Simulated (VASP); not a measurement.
AlNi, 2 atoms in the cell. It takes space group P4/mmm (No. 123, tetragonal). Conventional cell: a = 2.837 Å, b = 2.837 Å, c = 2.955 Å, α = 90.00°, β = 90.00°, γ = 90.00°. Al (site symmetry 4/mmm) has 8 Ni at 2.49 Å and 6 Al at 2.84 to 2.96 Å within 3.3 Å. Within 3.3 Å of Ni (site symmetry 4/mmm) lie 8 Al at 2.49 Å and 6 Ni at 2.84 to 2.96 Å.  This cell differs from its parent crystal: uniaxial strain along c: +3.0 %.

| Property | Result |
| --- | --- |
| Program | VASP 6.6.1 |
| Task | single point |
| Functional | PBEsol |
| Potentials or basis | VASP PAW PBE potentials, release 64 (Al, Ni) |
| Cutoff | 600 eV |
| k mesh | 14 × 14 × 14 |
| Occupations | gaussian, width 0.1 eV |
| Spin | no spin polarisation |
| Dipole correction | no |
| Further INCAR settings | ALGO = Normal; EDIFF = 1e-06; NBANDS = 14 |

Potentials or basis: VASP PAW PBE potentials, release 64 (Al, Ni).

Run with:

```sh
$ cat potpaw_PBE.64/Al/POTCAR potpaw_PBE.64/Ni/POTCAR > POTCAR
$ mpirun -np 1 vasp_std > vasp.out
```

Hardware: 1 thread of AMD EPYC 7R43 64-Core Processor (Zen 3) (shared host).

Problem. How long does it take, and how much memory?

Solution. Wall time 77 s on 1 thread of AMD EPYC 7R43 64-Core Processor (Zen 3), on a shared host, peak memory 0.19 GiB. Counts: scf iterations 12, k points 288.
